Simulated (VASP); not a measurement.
**SnO2: relaxation of shape and atoms at fixed volume with PBE**

Crystal: SnO2.

```
Sn O
1.0
     4.71708    0.00000    0.00000
     0.00000    4.71765    0.00000
     0.00000    0.00000    3.18759
Sn O
2 4
Cartesian
  2.3585 2.3588 1.5938
  0.0000 0.0000 0.0000
  1.4431 1.4440 0.0000
  3.8017 0.9148 1.5938
  0.9154 3.8028 1.5938
  3.2740 3.2737 0.0000
```

This cell differs from its parent crystal: volume scaled by 0.94.

```
Program                : VASP 6.6.1
Task                   : relaxation of shape and atoms at fixed volume
Functional             : PBE
Potentials or basis    : VASP PAW PBE potentials, release 64 (Sn_d, O)
Cutoff                 : 600 eV
k mesh                 : 6 × 6 × 8
Occupations            : gaussian, width 0.02 eV
Spin                   : no spin polarisation
Dipole correction      : no
Further INCAR settings : ALGO = Normal; EDIFF = 1e-06; IBRION = 2; EDIFFG = -0.01; NSW = 50; ISIF = 4
```

```
Energy gained by relaxing    : 0.6 meV/atom
Ionic steps                  : 4
Pressure after relaxing      : 12.7 GPa
Largest force after relaxing : 0.009 eV/Å
Band gap on the k mesh       : 1.30 eV, direct
```

Forces on the atoms (eV/Å):
```
Sn   0.000  0.000  0.000
Sn   0.000  0.000  0.000
O    0.006  0.006  0.000
O    0.006 -0.006  0.000
O   -0.006  0.006  0.000
O   -0.006 -0.006  0.000
```

Stress tensor (GPa, compression positive):
```
12.71  0.00  0.00
 0.00 12.71  0.00
 0.00  0.00 12.82
```

Step by step:
```tsv
step	energy change (eV)	largest force (eV/Å)	pressure (GPa)	volume (Å³)
1	0.0000	0.1196	13.16	70.94
2	-0.0030	0.0689	12.69	70.94
3	-0.0032	0.0325	12.78	70.94
4	-0.0034	0.0086	12.75	70.94
```

Final structure:
```
Sn O
1.0
     4.70491    0.00000    0.00000
     0.00000    4.70541    0.00000
     0.00000    0.00000    3.20415
Sn O
2 4
Direct
  0.50000 0.50000 0.50000
  0.00000 0.00000 0.00000
  0.30543 0.30557 0.00000
  0.80543 0.19443 0.50000
  0.19457 0.80557 0.50000
  0.69457 0.69443 0.00000
```

Levels at points of the mesh, in eV from the valence-band top:
| k point | band 23 | band 24 | band 25 | band 26 | band 27 | band 28 | band 29 | band 30 |
| --- | --- | --- | --- | --- | --- | --- | --- | --- |
| (0.00, 0.00, 0.00) | -1.26 | -0.78 | -0.78 | 0.00 | 1.30 | 6.17 | 6.29 | 6.29 |
| (0.50, 0.00, 0.00) | -1.21 | -1.21 | -0.62 | -0.62 | 4.52 | 4.52 | 7.07 | 7.07 |
| (0.00, 0.50, 0.00) | -1.21 | -1.21 | -0.62 | -0.62 | 4.52 | 4.52 | 7.07 | 7.07 |
| (0.50, 0.50, 0.00) | -1.35 | -1.35 | -0.89 | -0.89 | 4.93 | 4.93 | 7.55 | 7.55 |
| (0.00, 0.00, 0.50) | -1.69 | -1.69 | -1.26 | -1.26 | 6.27 | 6.27 | 9.85 | 9.85 |
| (0.50, 0.00, 0.50) | -1.11 | -1.11 | -0.67 | -0.67 | 6.57 | 6.57 | 8.20 | 8.20 |
| (0.00, 0.50, 0.50) | -1.11 | -1.11 | -0.67 | -0.67 | 6.57 | 6.57 | 8.20 | 8.20 |
| (0.50, 0.50, 0.50) | -0.95 | -0.95 | -0.83 | -0.83 | 4.92 | 4.92 | 8.98 | 8.98 |

It took 4.5 min on 1 thread of Intel(R) Xeon(R) Platinum 8488C (Sapphire Rapids), with other jobs on the host, peak memory 0.32 GiB.

Caveat: the cell differs from its parent crystal (volume scaled by 0.94); spin-orbit coupling is left out, which moves the levels of the heavy elements.
